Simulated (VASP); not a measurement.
Wanted: the native input for a VASP 6.6.1 run.

```yaml
Task: single point
Functional: PBEsol
Potentials_or_basis: VASP PAW PBE potentials, release 64 (Ti_sv, Al)
Cutoff: 520 eV
k_mesh: 10 × 10 × 3
Occupations: gaussian, width 0.15 eV
Spin: no spin polarisation
Dipole_correction: no
Further_INCAR_settings: LREAL = Auto; ALGO = Fast; EDIFF = 1e-06; NBANDS = 65
```

The structure of Ti3Al5 lies in POSCAR:

```
Ti3Al5
1.0
   -3.8832951200      0.0000000000      0.0000000000
    0.0000000000     -3.8832951200      0.0000000000
    0.0000000000      0.0000000000     16.4437699112
Ti Al
6 10
Direct
    1.0000000000      1.0000000000      0.1886049010
    1.0000000000      1.0000000000      0.6931658989
    0.5000000000      0.5000000000      0.4408854000
    0.5000000000      0.5000000000      0.9454463979
    0.5000000000      0.5000000000      0.1886049010
    0.5000000000      0.5000000000      0.6931658989
    0.0000000000      0.5000000000      0.0636511857
    0.0000000000      0.5000000000      0.5682121836
    0.0000000000      0.5000000000      0.3135586164
    0.0000000000      0.5000000000      0.8181196143
    0.5000000000      0.0000000000      0.0636511857
    0.5000000000      0.0000000000      0.5682121836
    0.5000000000      0.0000000000      0.3135586164
    0.5000000000      0.0000000000      0.8181196143
    0.0000000000      0.0000000000      0.4408854000
    0.0000000000      0.0000000000      0.9454463979
```

This cell differs from its parent crystal: the distance across one plane changed.

One way to write it, as run:

INCAR

```
ALGO = Fast
EDIFF = 1E-6
ENCUT = 520
GGA = PS
ISIF = 2
ISMEAR = 0
LASPH = T
LCHARG = F
LREAL = Auto
LWAVE = F
NBANDS = 65
NELM = 100
PREC = Accurate
SIGMA = 0.15
```

KPOINTS

```
k-points
0
Gamma
  10 10 3
```

Potentials or basis: VASP PAW PBE potentials, release 64 (Ti_sv, Al).

Command:

```console
$ cat potpaw_PBE.64/Ti_sv/POTCAR potpaw_PBE.64/Al/POTCAR > POTCAR
$ mpirun -np 1 vasp_std > vasp.out
```

It gave:

```
Pressure               : 1.2 GPa
Largest force          : 0.743 eV/Å
Band gap on the k mesh : zero (bands 51 and 52 overlap by 1.05 eV)
```

Caveat: the cell differs from its parent crystal (the distance across one plane changed); the PAW data sets were made with another functional, which shifts forces and pressure a little.

It took 23 min on 1 thread of Oxide Virtual Turin-like Processor, with other jobs on the host, peak memory 0.56 GiB.
